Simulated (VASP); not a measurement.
# AlN (P6_3mc) in VASP: further runs, part 3 of 3

VASP 6.6.1. Earlier steps stand in the parts before.

### Step 4. Single point, PBE

This run uses another cell than the first one: it holds 72 atoms, not 4.

File INCAR:

```
  PREC = Accurate
  ENCUT = 520
  EDIFF = 1E-7
  ISMEAR = 0
  SIGMA = 0.01
  LREAL = Auto
  LASPH = True
  NELM = 100
  ALGO = Normal
  ISIF = 2
  LWAVE = False
  LCHARG = False
  GGA = PE
  NBANDS = 186
```

File KPOINTS:

```
Automatic mesh
0
Gamma
  1 1 1
```

File POSCAR:

```
AlN
1.0
    9.3906252598      0.0000000000      0.0000000000
   -4.6953126299      8.1325200324      0.0000000000
    0.0000000000      0.0000000000     10.0360866438
Al N
36 36
Direct
    0.2222222222      0.1111111111      0.2496171129
    0.2222222222      0.1111111111      0.7496171129
    0.2222222222      0.4444444444      0.2496171129
    0.2222222222      0.4444444444      0.7496171129
    0.2222222222      0.7777777778      0.2496171129
    0.2222222222      0.7777777778      0.7496171129
    0.5555555556      0.1111111111      0.2496171129
    0.5555555556      0.1111111111      0.7496171129
    0.5555555556      0.4444444444      0.2496171129
    0.5555555556      0.4444444444      0.7496171129
    0.5555555556      0.7777777778      0.2496171129
    0.5555555556      0.7777777778      0.7496171129
    0.8888888889      0.1111111111      0.2496171129
    0.8888888889      0.1111111111      0.7496171129
    0.8888888889      0.4444444444      0.2496171129
    0.8888888889      0.4444444444      0.7496171129
    0.8888888889      0.7777777778      0.2496171129
    0.8888888889      0.7777777778      0.7496171129
    0.1111111111      0.2222222222      0.4996171129
    0.1111111111      0.2222222222      0.9996171129
    0.1111111111      0.5555555556      0.4996171129
    0.1111111111      0.5555555556      0.9996171129
    0.1111111111      0.8888888889      0.4996171129
    0.1111111111      0.8888888889      0.9996171129
    0.4444444444      0.2222222222      0.4996171129
    0.4444444444      0.2222222222      0.9996171129
    0.4444444444      0.5555555556      0.4996171129
    0.4444444444      0.5555555556      0.9996171129
    0.4444444444      0.8888888889      0.4996171129
    0.4444444444      0.8888888889      0.9996171129
    0.7777777778      0.2222222222      0.4996171129
    0.7777777778      0.2222222222      0.9996171129
    0.7777777778      0.5555555556      0.4996171129
    0.7777777778      0.5555555556      0.9996171129
    0.7777777778      0.8888888889      0.4996171129
    0.7777777778      0.8888888889      0.9996171129
    0.2222222222      0.1111111111      0.4403828871
    0.2222222222      0.1111111111      0.9403828871
    0.2222222222      0.4444444444      0.4403828871
    0.2222222222      0.4444444444      0.9403828871
    0.2222222222      0.7777777778      0.4403828871
    0.2222222222      0.7777777778      0.9403828871
    0.5555555556      0.1111111111      0.4403828871
    0.5555555556      0.1111111111      0.9403828871
    0.5555555556      0.4444444444      0.4403828871
    0.5555555556      0.4444444444      0.9403828871
    0.5555555556      0.7777777778      0.4403828871
    0.5555555556      0.7777777778      0.9403828871
    0.8888888889      0.1111111111      0.4403828871
    0.8888888889      0.1111111111      0.9403828871
    0.8888888889      0.4444444444      0.4403828871
    0.8888888889      0.4444444444      0.9403828871
    0.8888888889      0.7777777778      0.4403828871
    0.8888888889      0.7777777778      0.9403828871
    0.1111111111      0.2222222222      0.1903828871
    0.1111111111      0.2222222222      0.6903828871
    0.1111111111      0.5555555556      0.1903828871
    0.1111111111      0.5555555556      0.6903828871
    0.1111111111      0.8888888889      0.1903828871
    0.1111111111      0.8888888889      0.6903828871
    0.4444444444      0.2222222222      0.1903828871
    0.4444444444      0.2222222222      0.6903828871
    0.4444444444      0.5555555556      0.1903828871
    0.4444444444      0.5555555556      0.6903828871
    0.4444444444      0.8888888889      0.1903828871
    0.4444444444      0.8888888889      0.6903828871
    0.7777777778      0.2222222222      0.1903828871
    0.7777777778      0.2222222222      0.6903828871
    0.7777777778      0.5555555556      0.1903828871
    0.7777777778      0.5555555556      0.6903828871
    0.7777777778      0.8888888889      0.1903828871
    0.7777777778      0.8888888889      0.6903828871
```

The run is started by

```bash
$ cat potpaw_PBE.64/Al/POTCAR potpaw_PBE.64/N/POTCAR > POTCAR
$ mpirun -np 1 vasp_gam > vasp.out
```

Run time: 5.4 min. Hardware: 1 thread of AMD EPYC 7R43 (Zen 3), shared host; peak memory 0.68 GiB.

The run converged. Its results:

```
Free energy            : -532.7298 eV
Pressure               : -0.2 GPa
Largest force          : 0.068 eV/Å
Band gap on the k mesh : 4.02 eV
```

Forces on the atoms (eV/Å):
```
Al   0.000  0.000 -0.068
Al   0.000  0.000 -0.068
Al   0.000  0.000 -0.068
Al   0.000  0.000 -0.068
Al   0.000  0.000 -0.068
Al   0.000  0.000 -0.068
Al   0.000  0.000 -0.068
Al   0.000  0.000 -0.068
Al   0.000  0.000 -0.068
Al   0.000  0.000 -0.068
Al   0.000  0.000 -0.068
Al   0.000  0.000 -0.068
Al   0.000  0.000 -0.068
Al   0.000  0.000 -0.068
Al   0.000  0.000 -0.068
Al   0.000  0.000 -0.068
Al   0.000  0.000 -0.068
Al   0.000  0.000 -0.068
Al   0.000  0.000 -0.068
Al   0.000  0.000 -0.068
Al   0.000  0.000 -0.068
Al   0.000  0.000 -0.068
Al   0.000  0.000 -0.068
Al   0.000  0.000 -0.068
Al   0.000  0.000 -0.068
Al   0.000  0.000 -0.068
Al   0.000  0.000 -0.068
Al   0.000  0.000 -0.068
Al   0.000  0.000 -0.068
Al   0.000  0.000 -0.068
Al   0.000  0.000 -0.068
Al   0.000  0.000 -0.068
Al   0.000  0.000 -0.068
Al   0.000  0.000 -0.068
Al   0.000  0.000 -0.068
Al   0.000  0.000 -0.068
N    0.000  0.000  0.068
N    0.000  0.000  0.068
N    0.000  0.000  0.068
N    0.000  0.000  0.068
N    0.000  0.000  0.068
N    0.000  0.000  0.068
N    0.000  0.000  0.068
N    0.000  0.000  0.068
N    0.000  0.000  0.068
N    0.000  0.000  0.068
N    0.000  0.000  0.068
N    0.000  0.000  0.068
N    0.000  0.000  0.068
N    0.000  0.000  0.068
N    0.000  0.000  0.068
N    0.000  0.000  0.068
N    0.000  0.000  0.068
N    0.000  0.000  0.068
N    0.000  0.000  0.068
N    0.000  0.000  0.068
N    0.000  0.000  0.068
N    0.000  0.000  0.068
N    0.000  0.000  0.068
N    0.000  0.000  0.068
N    0.000  0.000  0.068
N    0.000  0.000  0.068
N    0.000  0.000  0.068
N    0.000  0.000  0.068
N    0.000  0.000  0.068
N    0.000  0.000  0.068
N    0.000  0.000  0.068
N    0.000  0.000  0.068
N    0.000  0.000  0.068
N    0.000  0.000  0.068
N    0.000  0.000  0.068
N    0.000  0.000  0.068
```

Stress tensor (GPa, compression positive):
```
 0.37  0.00  0.00
 0.00  0.37  0.00
 0.00  0.00 -1.42
```

Levels at points of the mesh, in eV from the valence-band top:
```tsv
k point	band 140	band 141	band 142	band 143	band 144	band 145	band 146	band 147	band 148	band 149
(0.00, 0.00, 0.00)	-0.53	-0.53	-0.20	-0.20	0.00	4.02	5.00	5.00	5.81	5.81
```

Caveat: the k points lie up to 0.77 Å⁻¹ apart. A hybrid or GW would open this gap; PBE tends to underestimate it.

### Step 5. Single point, PBE

This run uses another cell than the first one: it holds 36 atoms, not 4.

File INCAR:

```
SYSTEM = AlN
  ALGO = Normal
  EDIFF = 1E-7
  ENCUT = 520
  GGA = PE
  ISIF = 2
  ISMEAR = 0
  LASPH = .TRUE.
  LCHARG = .FALSE.
  LREAL = Auto
  LWAVE = .FALSE.
  NBANDS = 96
  NELM = 80
  PREC = Accurate
  SIGMA = 0.01
```

File KPOINTS:

```
Automatic mesh
0
Gamma
  2 2 2
  0.5 0.5 0.5
```

File POSCAR:

```
AlN
1.0
    0.0000000000     -5.4216800216     -5.0180433219
   -4.6953126299      2.7108400108     -5.0180433219
    4.6953126299      2.7108400108     -5.0180433219
Al N
18 18
Direct
    0.3891441469      0.0558108136      0.0558108136
    0.0558108136      0.3891441469      0.0558108136
    0.3891441469      0.7224774803      0.3891441469
    0.3891441469      0.3891441469      0.7224774803
    0.0558108136      0.0558108136      0.3891441469
    0.7224774803      0.7224774803      0.0558108136
    0.7224774803      0.3891441469      0.3891441469
    0.0558108136      0.7224774803      0.7224774803
    0.7224774803      0.0558108136      0.7224774803
    0.1113663692      0.1113663692      0.7780330358
    0.7780330358      0.4446997025      0.7780330358
    0.1113663692      0.7780330358      0.1113663692
    0.1113663692      0.4446997025      0.4446997025
    0.7780330358      0.1113663692      0.1113663692
    0.4446997025      0.7780330358      0.7780330358
    0.4446997025      0.4446997025      0.1113663692
    0.7780330358      0.7780330358      0.4446997025
    0.4446997025      0.1113663692      0.4446997025
    0.2619669642      0.9286336308      0.9286336308
    0.9286336308      0.2619669642      0.9286336308
    0.2619669642      0.5953002975      0.2619669642
    0.2619669642      0.2619669642      0.5953002975
    0.9286336308      0.9286336308      0.2619669642
    0.5953002975      0.5953002975      0.9286336308
    0.5953002975      0.2619669642      0.2619669642
    0.9286336308      0.5953002975      0.5953002975
    0.5953002975      0.9286336308      0.5953002975
    0.3175225197      0.3175225197      0.9841891864
    0.9841891864      0.6508558531      0.9841891864
    0.3175225197      0.9841891864      0.3175225197
    0.3175225197      0.6508558531      0.6508558531
    0.9841891864      0.3175225197      0.3175225197
    0.6508558531      0.9841891864      0.9841891864
    0.6508558531      0.6508558531      0.3175225197
    0.9841891864      0.9841891864      0.6508558531
    0.6508558531      0.3175225197      0.6508558531
```

The run is started by

```bash
$ cat potpaw_PBE.64/Al/POTCAR potpaw_PBE.64/N/POTCAR > POTCAR
$ mpirun -np 1 vasp_std > vasp.out
```

Run time: 2 min. Hardware: 1 thread of Intel Xeon Platinum 8488C (Sapphire Rapids), shared host; peak memory 0.41 GiB.

It converged, with:

* Free energy: -268.0201 eV
* Pressure: -0.3 GPa
* Band gap on the k mesh: 5.22 eV

Forces in eV/Å, atoms in the order of the input:
```
Al   0.000  0.000 -0.002
Al   0.000  0.000 -0.002
Al   0.000  0.000 -0.002
Al   0.000  0.000 -0.002
Al   0.000  0.000 -0.002
Al   0.000  0.000 -0.002
Al   0.000  0.000 -0.002
Al   0.000  0.000 -0.002
Al   0.000  0.000 -0.002
Al   0.000  0.000 -0.001
Al   0.000  0.000 -0.001
Al   0.000  0.000 -0.001
Al   0.000  0.000 -0.001
Al   0.000  0.000 -0.001
Al   0.000  0.000 -0.001
Al   0.000  0.000 -0.001
Al   0.000  0.000 -0.001
Al   0.000  0.000 -0.001
N    0.000  0.000  0.001
N    0.000  0.000  0.001
N    0.000  0.000  0.001
N    0.000  0.000  0.001
N    0.000  0.000  0.001
N    0.000  0.000  0.001
N    0.000  0.000  0.001
N    0.000  0.000  0.001
N    0.000  0.000  0.001
N    0.000  0.000  0.002
N    0.000  0.000  0.002
N    0.000  0.000  0.002
N    0.000  0.000  0.002
N    0.000  0.000  0.002
N    0.000  0.000  0.002
N    0.000  0.000  0.002
N    0.000  0.000  0.002
N    0.000  0.000  0.002
```

Levels at points of the mesh, in eV from the valence-band top:
| k point | band 70 | band 71 | band 72 | band 73 | band 74 | band 75 |
| --- | --- | --- | --- | --- | --- | --- |
| (0.25, 0.25, 0.25) | -0.36 | -0.09 | -0.09 | 5.22 | 5.82 | 5.82 |

A k mesh can miss the band edges. A hybrid or GW would open this gap; PBE tends to underestimate it.

### Step 6. Summary

| cell | k mesh | smearing | gap on the mesh (eV) | pressure (GPa) |
| --- | --- | --- | --- | --- |
| a = 3.271, b = 3.271, c = 4.874 Å, angles 90.0, 90.0, 120.0°, 4 atoms | 12 × 12 × 6 | gaussian 0.02 eV | 3.17 | -11.2 |
| a = 5.018, b = 6.260, c = 6.260 Å, angles 120.0, 90.0, 90.0°, 16 atoms | 4 × 4 × 4 | gaussian 0.01 eV | 4.04 | -0.3 |
| a = 9.391, b = 9.391, c = 10.036 Å, angles 90.0, 90.0, 120.0°, 72 atoms | 1 × 1 × 1 | gaussian 0.01 eV | 4.02 | -0.2 |
| a = 7.388 Å, angles 78.9°, 36 atoms | 2 × 2 × 2, shifted | gaussian 0.01 eV | 5.22 | -0.3 |

Alike in all rows: task single point; level PBE; potentials or basis VASP PAW PBE potentials, release 64 (Al, N); no spin polarisation; cutoff (eV) 520.

Caveats: some runs use coarse meshes.

Absolute energies hang on the potentials; compare differences alone.
